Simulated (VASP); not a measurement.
# Fe2RuS3 (Cmcm) in VASP: single point with PBE

Aim: the single point of Fe2RuS3 with PBE.

Everything below comes from runs of VASP 6.6.1. Logs are shortened: lines on timing, memory, paths and dates and some standing lists are left out, and cuts for length are marked.

## 1. The cell of the first run

The structure is orthorhombic, space group Cmcm (No. 63). The conventional cell has a = 8.583 Å, b = 10.443 Å, c = 4.943 Å, α = 90.00°, β = 90.00°, γ = 90.00°. Ru (site symmetry m2m) has 10 S at 3.23 to 3.49 Å and 8 Fe at 3.75 to 3.87 Å within 4.2 Å. Fe (site symmetry 2) has 4 S at 1.99 to 2.11 Å and 3 Fe at 2.43 to 2.47 Å within 2.6 Å. S (site symmetry m2m) has 4 Fe at 2.11 Å within 2.8 Å. Within 2.6 Å of S (site symmetry m) lie 2 Fe at 1.99 Å.

## 2. Single point, PBE

INCAR reads:

```
SYSTEM = Fe2RuS3
  ALGO = Normal
  EDIFF = 1E-6
  ENCUT = 520
  GGA = PE
  ISIF = 2
  ISMEAR = -1
  LASPH = .TRUE.
  LCHARG = .FALSE.
  LREAL = .FALSE.
  LUSENCCL = .FALSE.
  LWAVE = .FALSE.
  NBANDS = 60
  NELM = 80
  PREC = Accurate
  SIGMA = 0.1
```

KPOINTS reads:

```
k-points
0
G
  5 5 7
  0 0 0
```

POSCAR reads:

```
Fe2RuS3
1.0
    4.2914240000      5.2215870000      0.0000000000
    4.2914240000     -5.2215870000      0.0000000000
    0.0000000000      0.0000000000     -4.9427140000
Ru Fe S
2 4 6
Direct
    0.6684000000      0.3316000000      0.7500000000
    0.3316000000      0.6684000000      0.2500000000
    0.8582000000      0.8582000000      0.0000000000
    0.1418000000      0.1418000000      0.5000000000
    0.1418000000      0.1418000000      0.0000000000
    0.8582000000      0.8582000000      0.5000000000
    0.1155000000      0.8845000000      0.7500000000
    0.8845000000      0.1155000000      0.2500000000
    0.6234000000      0.8370000000      0.7500000000
    0.3766000000      0.1630000000      0.2500000000
    0.8370000000      0.6234000000      0.2500000000
    0.1630000000      0.3766000000      0.7500000000
```

Potentials or basis: VASP PAW PBE potentials, release 64 (Ru_pv, Fe, S).

On the command line:

```sh
> cat potpaw_PBE.64/Ru_pv/POTCAR potpaw_PBE.64/Fe/POTCAR potpaw_PBE.64/S/POTCAR > POTCAR
> mpirun -np 1 vasp_std > vasp.out
```

OUTCAR:

```text
SYSTEM = Fe2RuS3
   EDIFF = 1E-6
   ENCUT = 520
   GGA = PE
   ISIF = 2
   ISMEAR = -1
   LASPH = .TRUE.
   LREAL = .FALSE.
   NELM = 80
   PREC = Accurate

 ion  position               nearest neighbor table
   1  0.668  0.332  0.750-
   2  0.332  0.668  0.250-
   3  0.858  0.858  0.000-   9 1.99  11 1.99   7 2.11   8 2.11   5 2.43   6 2.47   6 2.47
   4  0.142  0.142  0.500-  10 1.99  12 1.99   7 2.11   8 2.11   6 2.43   5 2.47   5 2.47
   5  0.142  0.142  0.000-  10 1.99  12 1.99   7 2.11   8 2.11   3 2.43   4 2.47   4 2.47
   6  0.858  0.858  0.500-   9 1.99  11 1.99   7 2.11   8 2.11   4 2.43   3 2.47   3 2.47
   7  0.115  0.885  0.750-   3 2.11   4 2.11   5 2.11   6 2.11
   8  0.885  0.115  0.250-   3 2.11   4 2.11   5 2.11   6 2.11
   9  0.623  0.837  0.750-   3 1.99   6 1.99
  10  0.377  0.163  0.250-   4 1.99   5 1.99
  11  0.837  0.623  0.250-   3 1.99   6 1.99
  12  0.163  0.377  0.750-   4 1.99   5 1.99

  LATTYP: Found a base centered orthorhombic cell.
 ALAT       =     8.5828480000
 B/A-ratio  =     1.2167492655
 C/A-ratio  =     0.5758827373

  Lattice vectors:

 A1 = (   4.2914240000,   5.2215870000,   0.0000000000)
 A2 = (   4.2914240000,  -5.2215870000,   0.0000000000)
 A3 = (   0.0000000000,   0.0000000000,  -4.9427140000)

Analysis of symmetry for initial positions (statically):
=====================================================================
 Subroutine PRICEL returns:
 Original cell was already a primitive cell.

 Routine SETGRP: Setting up the symmetry group for a
 base centered orthorhombic supercell.

 Subroutine GETGRP returns: Found  8 space group operations
 (whereof  4 operations were pure point group operations)
 out of a pool of  8 trial point group operations.

The static configuration has the point symmetry C_2h.
 The point group associated with its full space group is D_2h.

Analysis of symmetry for dynamics (positions and initial velocities):
=====================================================================
 Subroutine PRICEL returns:
 Original cell was already a primitive cell.

 Routine SETGRP: Setting up the symmetry group for a
 base centered orthorhombic supercell.

 Subroutine GETGRP returns: Found  8 space group operations
 (whereof  4 operations were pure point group operations)
 out of a pool of  8 trial point group operations.

The dynamic configuration has the point symmetry C_2h.
 The point group associated with its full space group is D_2h.

 Subroutine INISYM returns: Found  8 space group operations
 (whereof  4 operations are pure point group operations),
 and found     1 'primitive' translations

----------------------------------------------------------------------------------------

                                     Primitive cell

  volume of cell :     221.5131

  direct lattice vectors                    reciprocal lattice vectors
     4.291424000  5.221587000  0.000000000     0.116511442  0.095756328  0.000000000
     4.291424000 -5.221587000  0.000000000     0.116511442 -0.095756328  0.000000000
     0.000000000  0.000000000 -4.942714000     0.000000000  0.000000000 -0.202317998

  length of vectors
     6.758793587  6.758793587  4.942714000     0.150811772  0.150811772  0.202317998

  position of ions in fractional coordinates (direct lattice)
     0.668400000  0.331600000  0.750000000
     0.331600000  0.668400000  0.250000000
     0.858200000  0.858200000  0.000000000
     0.141800000  0.141800000  0.500000000
     0.141800000  0.141800000  0.000000000
     0.858200000  0.858200000  0.500000000
     0.115500000  0.884500000  0.750000000
     0.884500000  0.115500000  0.250000000
     0.623400000  0.837000000  0.750000000
     0.376600000  0.163000000  0.250000000
     0.837000000  0.623400000  0.250000000
     0.163000000  0.376600000  0.750000000

  ion indices of the primitive-cell ions
   primitive index   ion index
                 1           1
                 2           2
                 3           3
                 4           4
                 5           5
                 6           6
                 7           7
                 8           8
                 9           9
                10          10
                11          11
                12          12

----------------------------------------------------------------------------------------

 KPOINTS: k-points

Automatic generation of k-mesh.
 Grid dimensions read from file:
 generate k-points for:    5    5    7

 Generating k-lattice:

  Cartesian coordinates                     Fractional coordinates (reciprocal lattice)
     0.023302288  0.019151266  0.000000000     0.200000000  0.000000000  0.000000000
     0.023302288 -0.019151266  0.000000000     0.000000000  0.200000000  0.000000000
     0.000000000  0.000000000 -0.028902571     0.000000000  0.000000000  0.142857143

  Length of vectors
     0.030162354  0.030162354  0.028902571

  Shift w.r.t. Gamma in fractional coordinates (k-lattice)
     0.000000000  0.000000000  0.000000000

 Subroutine IBZKPT returns following result:
 ===========================================

 Found     36 irreducible k-points:

 Following reciprocal coordinates:
            Coordinates               Weight
  0.000000  0.000000  0.000000      1.000000
  0.200000  0.000000  0.000000      4.000000
  0.400000  0.000000  0.000000      4.000000
  0.200000  0.200000  0.000000      2.000000
  0.400000  0.200000  0.000000      4.000000
 -0.400000  0.200000  0.000000      4.000000
[... 16 lines left out ...]
  0.400000  0.200000  0.285714      8.000000
 -0.400000  0.200000  0.285714      8.000000
 [... further k-points ...]
   k-points           NKPTS =     36   k-points in BZ     NKDIM =     36   number of bands    NBANDS=     60
   number of dos      NEDOS =    301   number of ions     NIONS =     12
   total plane-waves  NPLWV = 100000
   dimension x,y,z NGX =    50 NGY =   50 NGZ =   40
   dimension x,y,z NGXF=   100 NGYF=  100 NGZF=   80
   ions per type =               2   4   6
   NGX,Y,Z   is equivalent  to a cutoff of  12.30, 12.30, 13.45 a.u.
   NGXF,Y,Z  is equivalent  to a cutoff of  24.60, 24.60, 26.91 a.u.
 SYSTEM =  Fe2RuS3
   PREC   = accura    normal or accurate (medium, high low for compatibility)
   ISTART =      0    job   : 0-new  1-cont  2-samecut
   ICHARG =      2    charge: 1-file 2-atom 10-const
   ISPIN  =      1    spin polarized calculation?
   LNONCOLLINEAR =      F non collinear calculations
   LSORBIT =      F    spin-orbit coupling
   LASPH  =      T    aspherical Exc in radial PAW
   ENCUT  =  520.0 eV  38.22 Ry    6.18 a.u.  12.57 12.57  9.19*2*pi/ulx,y,z
   NELM   =     80;   NELMIN=  2; NELMDL= -5     # of ELM steps
   EDIFF  = 0.1E-05   stopping-criterion for ELM
   LREAL  =      F    real-space projection
   EDIFFG = 0.1E-04   stopping-criterion for IOM
   NSW    =      0    number of steps for IOM
   IBRION =     -1    ionic relax: 0-MD 1-quasi-New 2-CG
   NFREE  =      0    steps in history (QN), initial steepest desc. (CG)
   ISIF   =      2    stress and relaxation
   ISYM   =      2    0-nonsym 1-usesym 2-fastsym
   POTIM  = 0.5000    time-step for ionic-motion
   TEBEG  =    0.0;   TEEND  =   0.0 temperature during run
   PSTRESS=    0.0 pullay stress
   NELECT =      96.0000    total number of electrons
   NUPDOWN=      -1.0000    fix difference up-down
   EMIN   =  10.00;   EMAX   =-10.00  energy-range for DOS
   EFERMI =   0.00;   METHOD = LEGACY
   ISMEAR =    -1;   SIGMA  =   0.10  broadening in eV -4-tet -1-fermi 0-gaus
   EFERMI_NEDOS =   21; number of points for ismear=-14 and -15
   IALGO  =     38    algorithm
   IMIX   =      4    mixing-type and parameters
     AMIX     =   0.40;   BMIX     =  1.00
     AMIX_MAG =   1.60;   BMIX_MAG =  1.00
  volume/ion in A,a.u.               =      18.46       124.57
  Fermi-wavevector in a.u.,A,eV,Ry     =   1.238888  2.341159 20.882819  1.534844
  Thomas-Fermi vector in A             =   2.373395
   LORBIT       =      0    0 simple, 1 ext, 2 COOP (PROOUT), +10 PAW based schemes
   GGA     = PE    functional components
   LHFCALC =     F    Hartree Fock is set to
   AEXX    =    0.0000 exact exchange contribution
   IVDW    =     0    specifies the selected vdW correction
   LEPSILON=     F    determine dielectric tensor
   LRPA    =     F    only Hartree local field effects (RPA)
 non-spin polarized calculation
  energy-cutoff  :      520.00
  volume of cell :      221.51
 maximum number of plane-waves:      5999
 NGX is ok and might be reduce to    50
   NGX = 25   NGY = 25   NGZ = 19

 number of electron      96.0000028 magnetization

 Free energy of the ion-electron system (eV)
  ---------------------------------------------------
  ext. energy  EPLUGINS =         0.00000000
  ---------------------------------------------------
  free energy    TOTEN  =       -68.78915306 eV

  energy without entropy =      -68.16304572  energy(sigma->0) =      -68.47609939

 E-fermi :   5.0980     XC(G=0): -10.2633

 val. band max:        5.0845916811   @ k =  -0.4000   0.2000   0.2857
 cond. band min:       5.0989609027   @ k =   0.2000   0.0000   0.0000
 fundamental gap:      0.0143692216
 Fermi energy:         5.0979668121

 k-point     1 :       0.0000    0.0000    0.0000
  band No.  band energies     occupation
      1     -36.3886      2.00000
      2     -36.3886      2.00000
      3     -36.3814      2.00000
      4     -36.3802      2.00000
      5     -36.3747      2.00000
      6     -36.3742      2.00000
[... 52 lines left out ...]
     59       6.5250      0.00000
     60       6.8943      0.00000

 k-point     2 :       0.2000    0.0000    0.0000
  band No.  band energies     occupation
      1     -36.3886      2.00000
      2     -36.3886      2.00000
      3     -36.3814      2.00000
      4     -36.3802      2.00000
      5     -36.3747      2.00000
      6     -36.3742      2.00000
[... 52 lines left out ...]
     59       6.7636      0.00000
     60       7.1688      0.00000

 k-point     3 :       0.4000    0.0000    0.0000
  band No.  band energies     occupation
      1     -36.3887      2.00000
      2     -36.3885      2.00000
      3     -36.3814      2.00000
      4     -36.3802      2.00000
      5     -36.3747      2.00000
      6     -36.3742      2.00000
[... 1312 lines left out ...]
     59       7.0227      0.00000
     60       7.1566      0.00000

 k-point    24 :      -0.4000    0.2000    0.2857
  band No.  band energies     occupation
      1     -36.3887      2.00000
      2     -36.3885      2.00000
      3     -36.3812      2.00000
      4     -36.3805      2.00000
      5     -36.3747      2.00000
      6     -36.3744      2.00000
[... 52 lines left out ...]
     59       6.7961      0.00000
     60       7.2490      0.00000

 [... further k-points ...]

------------------------ aborting loop because EDIFF is reached ----------------------------------------

  FORCE on cell =-STRESS in cart. coord.  units (eV):
  Direction    XX          YY          ZZ          XY          YZ          ZX
  --------------------------------------------------------------------------------------
  -------------------------------------------------------------------------------------
  Total        8.2364854      5.7996756     12.2343141      0.0000000      0.0000000      0.0000000
  in kB       59.5734970     41.9483482     88.4893054      0.0000000      0.0000000      0.0000000
  external PRESSURE =      63.3370502 kB  Pullay stress =       0.0000000 kB

 VOLUME and BASIS-vectors are now :
 -----------------------------------------------------------------------------
  energy-cutoff  :      520.00
  volume of cell :      221.51
      direct lattice vectors                 reciprocal lattice vectors
     4.291424000  5.221587000  0.000000000     0.116511442  0.095756328  0.000000000
     4.291424000 -5.221587000  0.000000000     0.116511442 -0.095756328  0.000000000
     0.000000000  0.000000000 -4.942714000     0.000000000  0.000000000 -0.202317998

 POSITION                                       TOTAL-FORCE (eV/Angst)
 -----------------------------------------------------------------------------------
      4.29142      1.75863     -3.70704         0.000000      0.030850      0.000000
      4.29142     -1.75863     -1.23568         0.000000     -0.030850      0.000000
      7.36580      0.00000      0.00000         0.243475      0.000000     -0.000000
      1.21705      0.00000     -2.47136        -0.243475      0.000000     -0.000000
      1.21705      0.00000      0.00000        -0.243475      0.000000      0.000000
      7.36580      0.00000     -2.47136         0.243475      0.000000      0.000000
      4.29142     -4.01540     -3.70704         0.000000      2.197460     -0.000000
      4.29142      4.01540     -1.23568         0.000000     -2.197460     -0.000000
      6.26720     -1.11533     -3.70704        -2.682349     -2.986765      0.000000
      2.31565      1.11533     -1.23568         2.682349      2.986765      0.000000
      6.26720      1.11533     -1.23568        -2.682349      2.986765     -0.000000
      2.31565     -1.11533     -3.70704         2.682349     -2.986765      0.000000
 -----------------------------------------------------------------------------------
    total drift:                                0.000000      0.000000     -0.000000

  FREE ENERGIE OF THE ION-ELECTRON SYSTEM (eV)
  ---------------------------------------------------
  free  energy   TOTEN  =       -68.7891530615 eV

  energy  without entropy=      -68.1630457220  energy(sigma->0) =      -68.47609939
```

It took 4.9 min on 1 × NVIDIA H100 80GB with 1 thread of AMD EPYC 7R13 (Zen 3), shared host; peak memory 1.6 GiB.

What came out:

- Free energy: -68.7892 eV
- Pressure: 6.3 GPa
- Largest force: 4.014 eV/Å
- Band gap on the k mesh: zero (band 48 reaches 5.04 eV, above the bottom of band 49 at 5.01 eV)

Forces in eV/Å, atoms in the order of the input:
```
Ru   0.000  0.031  0.000
Ru   0.000 -0.031  0.000
Fe   0.243  0.000  0.000
Fe  -0.243  0.000  0.000
Fe  -0.243  0.000  0.000
Fe   0.243  0.000  0.000
S    0.000  2.197  0.000
S    0.000 -2.197  0.000
S   -2.682 -2.987  0.000
S    2.682  2.987  0.000
S   -2.682  2.987  0.000
S    2.682 -2.987  0.000
```

Levels at points of the mesh, in eV from the Fermi level:
```tsv
k point	band 45	band 46	band 47	band 48	band 49	band 50	band 51	band 52
(0.00, 0.00, 0.00)	-0.33	-0.28	-0.19	-0.18	-0.05	0.08	0.20	0.71
```

Caveat: the run has no spin polarisation, though such a crystal can be magnetic; forces of over 1 eV/Å act on the atoms, so gaps and moduli don't describe the material at rest. Spin polarisation is off, so any magnetic state and its effect on volume and gap are missing.
